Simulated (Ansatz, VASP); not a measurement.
**Two plane-wave programs on Si3Ge5O16**

```
CELL_PARAMETERS angstrom
4.38580 -4.38468 0.00001
-4.39419 -4.39307 0.00001
0.00420 4.38888 -5.65560
ATOMIC_POSITIONS crystal
O 0.75294 0.44365 0.50790
O 0.49154 0.18376 0.98510
O 0.25488 0.94528 0.51175
O 0.99173 0.68891 0.98546
O 0.75292 0.06664 0.50791
O 0.49153 0.80373 0.98510
O 0.25487 0.56885 0.51175
O 0.99173 0.29895 0.98546
O 0.92807 0.11788 0.23338
O 0.68391 0.88191 0.76145
O 0.43016 0.62592 0.24943
O 0.16862 0.37406 0.74572
O 0.30329 0.11788 0.23339
O 0.07550 0.88192 0.76144
O 0.81726 0.62592 0.24943
O 0.57508 0.37406 0.74573
Si 0.99555 0.99771 0.99310
Si 0.37414 0.87629 0.75021
Si 0.87355 0.37576 0.74912
Ge 0.75251 0.75472 0.50704
Ge 0.49552 0.49773 0.99309
Ge 0.24722 0.24941 0.49645
Ge 0.62161 0.12382 0.24527
Ge 0.12182 0.62401 0.24564
```

Alike in both runs: functional PBE; k mesh 3 × 3 × 3; occupations gaussian, width 0.1 eV; no spin polarisation.

Ansatz relaxed the structure, and its values are those at the end. VASP's run is a single point on that final structure, the one shown.

|  | VASP | Ansatz |
| --- | --- | --- |
| version | VASP 6.6.1 | Ansatz 0.2.0 |
| potentials or method | VASP PAW PBE potentials, release 64 (O, Si, Ge_d), cutoff 520 eV | scalar-relativistic, plane waves, PAW |
| valence electrons in the cell | 178 | 178 |

|  | VASP | Ansatz | Ansatz less VASP |
| --- | --- | --- | --- |
| gap on the k mesh at the Fermi level (eV) | 2.26 | 2.26 | +0.007 |
| least direct gap on the mesh (eV) | 2.26 | 2.26 | +0.007 |
| pressure (GPa) | 0.2 | 0.1 | -0.08 |
| rms of the force components (eV/Å) | 0.010 | 0.003 | -0.0074 |
